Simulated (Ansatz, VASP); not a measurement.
# PtSe2: VASP beside Ansatz

INCAR

```
PREC = Accurate
ENCUT = 520
EDIFF = 1E-7
ISMEAR = 0
SIGMA = 0.023
LREAL = F
LASPH = T
NELM = 60
ALGO = Normal
ISIF = 2
LWAVE = F
LCHARG = F
GGA = PE
NBANDS = 18
```

The input KPOINTS:

```
Automatic mesh
0
Gamma
  8 8 5
```

Contents of POSCAR:

```
PtSe2
1.0
    3.7240000000      0.0000000000      0.0000000000
   -1.8620000000      3.2250786037      0.0000000000
    0.0000000000      0.0000000000      5.0620000000
Pt Se
1 2
Direct
    0.0000000000      0.0000000000      0.0000000000
    0.6666666667      0.3333333333      0.7500000000
    0.3333333333      0.6666666667      0.2500000000
```

input.yaml

```yaml
crystal:
  lattice:
    - [3.724, 0.0, 0.0]
    - [-1.862, 3.2250786037, 0.0]
    - [0.0, 0.0, 5.062]
  atoms:
    - { symbol: Pt, position: [0.0, 0.0, 0.0] }
    - { symbol: Se, position: [0.6666666667, 0.3333333333, 0.75] }
    - { symbol: Se, position: [0.3333333333, 0.6666666667, 0.25] }
hamiltonian:
  xc: pbe
  pseudopotentials: { kind: paw }
kpoints:
  mp_grid: { grid: [8, 8, 5] }
scf:
  occupations: { method: gaussian, width: 0.023 }
output:
  forces: true
  stress: true
  eigenvalues: true
```

Alike in both runs: task single point; functional PBE; k mesh 8 × 8 × 5; occupations gaussian, width 0.023 eV; no spin polarisation.

```csv
,VASP,Ansatz
version,VASP 6.6.1,Ansatz 0.2.0
potentials or method,"VASP PAW PBE potentials, release 64 (Pt, Se)",Ansatz PAW
plane-wave cutoff (eV),520,420
valence electrons in the cell,22,50
```

```tsv
	VASP	Ansatz	Ansatz less VASP
gap on the k mesh at the Fermi level (eV)	none	none	-
pressure (GPa)	7.3	7.3	+0.01
traceless stress, the component that is largest in VASP (GPa)	-1.16	-1.15	+0.005
rms of the force components (eV/Å)	0.271	0.269	-0.0026
```

Atom by atom the forces differ by 0.003 eV/Å (rms over components). A gap of «none» marks a metal or a gap that the smearing closes. The functional is the same, so the differences come from potentials, cutoffs and numerics. VASP's potentials hold 22 valence electrons a cell and Ansatz's 50, so a difference there can come from the potentials and not from the codes.

Spin-orbit coupling is off throughout.
